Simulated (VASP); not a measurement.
# Ge16H (a cell with a defect) in VASP: single point with PBE

Aim: the single point of Ge16H (a cell with a defect) with PBE.

Everything below comes from runs of VASP 6.6.1. Logs are shortened: lines on timing, memory, paths and dates and some standing lists are left out, and cuts for length are marked.

## (1) The cell of the first run

The cell holds a defect, 17 atoms: a = 8.004 Å, b = 8.004 Å, c = 8.004 Å, α = 60.00°, β = 60.00°, γ = 60.00°.

## (2) Single point, PBE

The input, INCAR:

```
SYSTEM = Ge16H
ALGO = Normal
EDIFF = 1E-6
ENCUT = 520
GGA = PE
ISIF = 2
ISMEAR = -1
LASPH = .True.
LCHARG = .False.
LREAL = Auto
LWAVE = .False.
NBANDS = 126
NELM = 60
PREC = Accurate
SIGMA = 0.15
```

The input, KPOINTS:

```
k-points
0
Gamma
  2 2 2
  0 0 0
```

The input, POSCAR:

```
Ge16H
1.0
    0.0000000000      5.6600000000      5.6600000000
    5.6600000000      0.0000000000      5.6600000000
    5.6600000000      5.6600000000      0.0000000000
Ge H
16 1
Direct
   -0.0141077739      0.0224646643     -0.0206978799
    0.1225088339      0.1104946996      0.1190282686
   -0.0033038869      0.0072084806      0.4952826855
    0.1506183746      0.1357420495      0.5992402827
    0.0320848057      0.4842756184     -0.0101943463
    0.1240812721      0.6447173145      0.1107067138
   -0.0144699647      0.5079328622      0.5014664311
    0.1136484099      0.6414045936      0.5969699647
    0.4865724382     -0.0496643110      0.0440812721
    0.6049204947      0.1273409894      0.1192314488
    0.5206007067      0.0043639576      0.4920494700
    0.5952561837      0.1339134276      0.6532773852
    0.4870229682      0.5142491166     -0.0110512367
    0.6597084806      0.5149381625      0.1540194346
    0.4809893993      0.5117491166      0.5176855124
    0.6251590106      0.6388339223      0.6356360424
    0.7589134276      0.2520583039      0.2226590106
```

Potentials or basis: VASP PAW PBE potentials, release 64 (Ge_d, H).

The run is started by

```sh
cat potpaw_PBE.64/Ge_d/POTCAR potpaw_PBE.64/H/POTCAR > POTCAR
mpirun -np 1 vasp_std > vasp.out
```

OUTCAR:

```text
SYSTEM = Ge16H
   EDIFF = 1E-6
   ENCUT = 520
   GGA = PE
   ISIF = 2
   ISMEAR = -1
   LASPH = .True.
   LREAL = Auto
   NELM = 60
   PREC = Accurate

 ion  position               nearest neighbor table
   1  0.986  0.022  0.979-   2 2.39   6 2.47  10 2.49   4 2.50
   2  0.123  0.110  0.119-   1 2.39   9 2.40   5 2.46   3 2.47
   3  0.997  0.007  0.495-   8 2.40   2 2.47   4 2.53  12 2.63
   4  0.151  0.136  0.599-  11 2.42   7 2.45   1 2.50   3 2.53
   5  0.032  0.484  0.990-   6 2.46   2 2.46  14 2.52   8 2.59
   6  0.124  0.645  0.111-  13 2.37   5 2.46   1 2.47   7 2.56
   7  0.986  0.508  0.501-   8 2.34  16 2.36   4 2.45   6 2.56
   8  0.114  0.641  0.597-   7 2.34   3 2.40  15 2.42   5 2.59
   9  0.487  0.950  0.044-   2 2.40  10 2.46  12 2.58  14 2.86
  10  0.605  0.127  0.119-   9 2.46  11 2.46   1 2.49  13 2.53
  11  0.521  0.004  0.492-  16 2.39  12 2.41   4 2.42  10 2.46
  12  0.595  0.134  0.653-  11 2.41  15 2.47   9 2.58   3 2.63
  13  0.487  0.514  0.989-  16 2.32  14 2.34   6 2.37  10 2.53
  14  0.660  0.515  0.154-  17 1.72  13 2.34  15 2.51   5 2.52   9 2.86
  15  0.481  0.512  0.518-   8 2.42  12 2.47  14 2.51  16 2.55
  16  0.625  0.639  0.636-  13 2.32   7 2.36  11 2.39  15 2.55
  17  0.759  0.252  0.223-  14 1.72

  LATTYP: Found a face centered cubic cell.
 ALAT       =    11.3200000000

  Lattice vectors:

 A1 = (   0.0000000000,   5.6600000000,   5.6600000000)
 A2 = (   5.6600000000,   0.0000000000,   5.6600000000)
 A3 = (   5.6600000000,   5.6600000000,   0.0000000000)

Analysis of symmetry for initial positions (statically):
=====================================================================
 Subroutine PRICEL returns:
 Original cell was already a primitive cell.

 Routine SETGRP: Setting up the symmetry group for a
 face centered cubic supercell.

 Subroutine GETGRP returns: Found  1 space group operations
 (whereof  1 operations were pure point group operations)
 out of a pool of 48 trial point group operations.

The static configuration has the point symmetry C_1 .

Analysis of symmetry for dynamics (positions and initial velocities):
=====================================================================
 Subroutine PRICEL returns:
 Original cell was already a primitive cell.

 Routine SETGRP: Setting up the symmetry group for a
 face centered cubic supercell.

 Subroutine GETGRP returns: Found  1 space group operations
 (whereof  1 operations were pure point group operations)
 out of a pool of 48 trial point group operations.

The dynamic configuration has the point symmetry C_1 .

 Subroutine INISYM returns: Found  1 space group operations
 (whereof  1 operations are pure point group operations),
 and found     1 'primitive' translations

----------------------------------------------------------------------------------------

                                     Primitive cell

  volume of cell :     362.6430

  direct lattice vectors                    reciprocal lattice vectors
     0.000000000  5.660000000  5.660000000    -0.088339223  0.088339223  0.088339223
     5.660000000  0.000000000  5.660000000     0.088339223 -0.088339223  0.088339223
     5.660000000  5.660000000  0.000000000     0.088339223  0.088339223 -0.088339223

  length of vectors
     8.004448763  8.004448763  8.004448763     0.153008022  0.153008022  0.153008022

  position of ions in fractional coordinates (direct lattice)
     0.985892226  0.022464664  0.979302120
     0.122508834  0.110494700  0.119028269
     0.996696113  0.007208481  0.495282686
     0.150618375  0.135742050  0.599240283
     0.032084806  0.484275618  0.989805654
     0.124081272  0.644717314  0.110706714
[... 9 lines left out ...]
     0.625159011  0.638833922  0.635636042
     0.758913428  0.252058304  0.222659011

  ion indices of the primitive-cell ions
   primitive index   ion index
                 1           1
                 2           2
                 3           3
                 4           4
                 5           5
                 6           6
[... 9 lines left out ...]
                16          16
                17          17

----------------------------------------------------------------------------------------

 KPOINTS: k-points

Automatic generation of k-mesh.
 Grid dimensions read from file:
 generate k-points for:    2    2    2

 Generating k-lattice:

  Cartesian coordinates                     Fractional coordinates (reciprocal lattice)
    -0.044169611  0.044169611  0.044169611     0.500000000  0.000000000  0.000000000
     0.044169611 -0.044169611  0.044169611     0.000000000  0.500000000  0.000000000
     0.044169611  0.044169611 -0.044169611     0.000000000  0.000000000  0.500000000

  Length of vectors
     0.076504011  0.076504011  0.076504011

  Shift w.r.t. Gamma in fractional coordinates (k-lattice)
     0.000000000  0.000000000  0.000000000

 Subroutine IBZKPT returns following result:
 ===========================================

 Found      8 irreducible k-points:

 Following reciprocal coordinates:
            Coordinates               Weight
  0.000000  0.000000  0.000000      1.000000
  0.500000  0.000000  0.000000      1.000000
  0.000000  0.500000  0.000000      1.000000
  0.000000  0.000000  0.500000      1.000000
  0.500000  0.500000  0.500000      1.000000
  0.500000  0.500000  0.000000      1.000000
  0.000000  0.500000  0.500000      1.000000
  0.500000  0.000000  0.500000      1.000000
   k-points           NKPTS =      8   k-points in BZ     NKDIM =      8   number of bands    NBANDS=    126
   number of dos      NEDOS =    301   number of ions     NIONS =     17
   total plane-waves  NPLWV = 216000
   dimension x,y,z NGX =    60 NGY =   60 NGZ =   60
   dimension x,y,z NGXF=   120 NGYF=  120 NGZF=  120
   ions per type =              16   1
   NGX,Y,Z   is equivalent  to a cutoff of  12.46, 12.46, 12.46 a.u.
   NGXF,Y,Z  is equivalent  to a cutoff of  24.92, 24.92, 24.92 a.u.
 SYSTEM =  Ge16H
   PREC   = accura    normal or accurate (medium, high low for compatibility)
   ISTART =      0    job   : 0-new  1-cont  2-samecut
   ICHARG =      2    charge: 1-file 2-atom 10-const
   ISPIN  =      1    spin polarized calculation?
   LNONCOLLINEAR =      F non collinear calculations
   LSORBIT =      F    spin-orbit coupling
   LASPH  =      T    aspherical Exc in radial PAW
   ENCUT  =  520.0 eV  38.22 Ry    6.18 a.u.  14.88 14.88 14.88*2*pi/ulx,y,z
   NELM   =     60;   NELMIN=  2; NELMDL= -5     # of ELM steps
   EDIFF  = 0.1E-05   stopping-criterion for ELM
   LREAL  =      T    real-space projection
   EDIFFG = 0.1E-04   stopping-criterion for IOM
   NSW    =      0    number of steps for IOM
   IBRION =     -1    ionic relax: 0-MD 1-quasi-New 2-CG
   NFREE  =      0    steps in history (QN), initial steepest desc. (CG)
   ISIF   =      2    stress and relaxation
   ISYM   =      2    0-nonsym 1-usesym 2-fastsym
   POTIM  = 0.5000    time-step for ionic-motion
   TEBEG  =    0.0;   TEEND  =   0.0 temperature during run
   PSTRESS=    0.0 pullay stress
   NELECT =     225.0000    total number of electrons
   NUPDOWN=      -1.0000    fix difference up-down
   EMIN   =  10.00;   EMAX   =-10.00  energy-range for DOS
   EFERMI =   0.00;   METHOD = LEGACY
   ISMEAR =    -1;   SIGMA  =   0.15  broadening in eV -4-tet -1-fermi 0-gaus
   EFERMI_NEDOS =   21; number of points for ismear=-14 and -15
   IALGO  =     38    algorithm
   IMIX   =      4    mixing-type and parameters
     AMIX     =   0.40;   BMIX     =  1.00
     AMIX_MAG =   1.60;   BMIX_MAG =  1.00
  volume/ion in A,a.u.               =      21.33       143.96
  Fermi-wavevector in a.u.,A,eV,Ry     =   1.396291  2.638607 26.526303  1.949628
  Thomas-Fermi vector in A             =   2.519659
   LORBIT       =      0    0 simple, 1 ext, 2 COOP (PROOUT), +10 PAW based schemes
   GGA     = PE    functional components
   LHFCALC =     F    Hartree Fock is set to
   AEXX    =    0.0000 exact exchange contribution
   IVDW    =     0    specifies the selected vdW correction
   LEPSILON=     F    determine dielectric tensor
   LRPA    =     F    only Hartree local field effects (RPA)
 non-spin polarized calculation
  energy-cutoff  :      520.00
  volume of cell :      362.64
 maximum number of plane-waves:      9841
 NGX is ok and might be reduce to    60
   NGX = 29   NGY = 29   NGZ = 29

 number of electron     224.9999996 magnetization

 Free energy of the ion-electron system (eV)
  ---------------------------------------------------
  ext. energy  EPLUGINS =         0.00000000
  ---------------------------------------------------
  free energy    TOTEN  =       -71.38411614 eV

  energy without entropy =      -71.05486095  energy(sigma->0) =      -71.21948855

 E-fermi :   4.8107     XC(G=0):  -9.9826

 val. band max:        4.7509755544   @ k =   0.0000   0.0000   0.0000
 cond. band min:       4.8140006310   @ k =   0.0000   0.5000   0.5000
 fundamental gap:      0.0630250766
 Fermi energy:         4.8107441798

 k-point     1 :       0.0000    0.0000    0.0000
  band No.  band energies     occupation
      1     -20.1213      2.00000
      2     -20.1047      2.00000
      3     -20.0475      2.00000
      4     -20.0231      2.00000
      5     -20.0047      2.00000
      6     -19.9809      2.00000
[... 116 lines left out ...]
    123       6.0875      0.00040
    124       7.4464      0.00000

 k-point     2 :       0.5000    0.0000    0.0000
  band No.  band energies     occupation
      1     -20.1246      2.00000
      2     -20.1069      2.00000
      3     -20.0485      2.00000
      4     -20.0284      2.00000
      5     -20.0140      2.00000
      6     -19.9771      2.00000
[... 878 lines left out ...]
    123       9.0086      0.00000
    124       9.1375      0.00000
 [bands above 124 left out]

------------------------ aborting loop because EDIFF is reached ----------------------------------------

  FORCE on cell =-STRESS in cart. coord.  units (eV):
  Direction    XX          YY          ZZ          XY          YZ          ZX
  --------------------------------------------------------------------------------------
  -------------------------------------------------------------------------------------
  Total       10.2278819     11.3653811      9.5693023     -0.3687205      3.1195943      0.7128516
  in kB       45.1873630     50.2128991     42.2777208     -1.6290281     13.7825450      3.1494187
  external PRESSURE =      45.8926609 kB  Pullay stress =       0.0000000 kB

 VOLUME and BASIS-vectors are now :
 -----------------------------------------------------------------------------
  energy-cutoff  :      520.00
  volume of cell :      362.64
      direct lattice vectors                 reciprocal lattice vectors
     0.000000000  5.660000000  5.660000000    -0.088339223  0.088339223  0.088339223
     5.660000000  0.000000000  5.660000000     0.088339223 -0.088339223  0.088339223
     5.660000000  5.660000000  0.000000000     0.088339223  0.088339223 -0.088339223

 POSITION                                       TOTAL-FORCE (eV/Angst)
 -----------------------------------------------------------------------------------
      5.67000     11.12300      5.70730        -0.414269     -0.315880     -0.294740
      1.29910      1.36710      1.31880         0.556654      0.216373      0.149341
      2.84410      8.44460      5.68210         0.975826     -0.509671     -0.031614
      4.16000      4.24420      1.62080         0.108514     -0.379690     -1.044123
      8.34330      5.78390      2.92260         0.002466     -0.965300      0.164689
      4.27570      1.32890      4.35140         0.531956     -0.355901     -0.704761
[... 9 lines left out ...]
      7.21350      7.13610      7.15420        -0.809979     -1.326129     -0.419087
      2.68690      5.55570      5.72210         0.566907     -0.278770      0.211737
 -----------------------------------------------------------------------------------
    total drift:                               -0.002851     -0.002017      0.000412

  FREE ENERGIE OF THE ION-ELECTRON SYSTEM (eV)
  ---------------------------------------------------
  free  energy   TOTEN  =       -71.3841161436 eV

  energy  without entropy=      -71.0548609543  energy(sigma->0) =      -71.21948855
```

Wall time 8 min (1 thread of Intel Xeon Platinum 8488C (Sapphire Rapids), shared host); peak memory 0.61 GiB.

Results:

| Quantity | Value |
| --- | --- |
| Free energy | -71.3841 eV |
| Pressure | 4.6 GPa |
| Largest force | 1.770 eV/Å |
| Band gap on the k mesh | zero (an odd number of electrons rules out a gap without spin polarisation) |

Forces on the atoms (eV/Å):
```
Ge  -0.414 -0.316 -0.295
Ge   0.557  0.216  0.149
Ge   0.976 -0.510 -0.032
Ge   0.109 -0.380 -1.044
Ge   0.002 -0.965  0.165
Ge   0.532 -0.356 -0.705
Ge  -1.484 -0.213  0.485
Ge   1.032  1.437  0.060
Ge  -0.796 -0.036  0.555
Ge  -0.186 -0.027  0.285
Ge   0.243 -0.452  0.388
Ge  -0.144  1.204  0.306
Ge  -0.039  0.503 -1.000
Ge   0.228  1.394  0.494
Ge  -0.373  0.104  0.396
Ge  -0.810 -1.326 -0.419
H    0.567 -0.279  0.212
```

Stress tensor (GPa, compression positive):
```
 4.52 -0.16  0.31
-0.16  5.02  1.38
 0.31  1.38  4.23
```

Caveat: the k points lie up to 0.48 Å⁻¹ apart, too coarse for converged energies and pressures of a metal; the atoms stand as in a frame of molecular dynamics; an odd number of electrons without spin polarisation forces a metal; a magnetic or distorted state may lie lower.

The gap in the log of VASP goes by the Fermi energy; the results here count the filled bands.